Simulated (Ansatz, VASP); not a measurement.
Hg in VASP and in Ansatz

File INCAR:

```
  PREC = Accurate
  ENCUT = 520
  EDIFF = 1E-7
  ISMEAR = -1
  SIGMA = 0.1
  LREAL = False
  LASPH = True
  NELM = 60
  ALGO = Normal
  ISIF = 2
  LWAVE = False
  LCHARG = False
  GGA = PS
  NBANDS = 19
```

The input KPOINTS:

```
regular mesh
0
Gamma
  9 9 9
```

POSCAR

```
Hg
1.0
    0.0000000000      3.1772488357      3.1772488357
    3.1772488357      0.0000000000      3.1772488357
    3.1772488357      3.1772488357      0.0000000000
Hg
2
Direct
    0.1250000000      0.1250000000      0.1250000000
    0.8750000000      0.8750000000      0.8750000000
```

Input for Ansatz:

```yaml
crystal:
  lattice:
    - [0.0, 3.1772488357, 3.1772488357]
    - [3.1772488357, 0.0, 3.1772488357]
    - [3.1772488357, 3.1772488357, 0.0]
  atoms:
    - { symbol: Hg, position: [0.125, 0.125, 0.125] }
    - { symbol: Hg, position: [0.875, 0.875, 0.875] }
hamiltonian:
  xc: pbesol
  pseudopotentials:
    kind: paw
    azcp:
      Hg: "pseudopotentials/Hg.paw.azcp"
basis:
  ecutwfc: 420
  fft_grid_basis: typed
kpoints:
  mp_grid: { grid: [9, 9, 9], shift: [0, 0, 0] }
magnetization:
  spin_polarized: false
scf:
  occupations: { method: fermi_dirac, width: 0.1 }
  lower_state_search: "off"
output:
  stress: true
  write_density: true
  write_potential: true
  elf: true
  volumetric_format: npy
```

Alike in both runs: task single point; functional PBEsol; k mesh 9 × 9 × 9; occupations fermi-dirac, width 0.1 eV; no spin polarisation.

```csv
,VASP,Ansatz
version,VASP 6.6.1,Ansatz 0.2.0
potentials or method,"VASP PAW PBE potentials, release 64 (Hg), cutoff 520 eV","plane waves (420 eV) with PAW, scalar-relativistic"
valence electrons in the cell,24,40
```

Ansatz gave:

```
pressure (GPa) : 3.1
```

What did VASP give for the same quantities?

Pressure (GPa): 3.6.

VASP's potentials were made for PBE, not for PBEsol, and Ansatz warns of the same on its side. VASP's potentials hold 24 valence electrons a cell and Ansatz's 40, so a difference there can come from the potentials and not from the codes.

Spin-orbit coupling is off throughout.
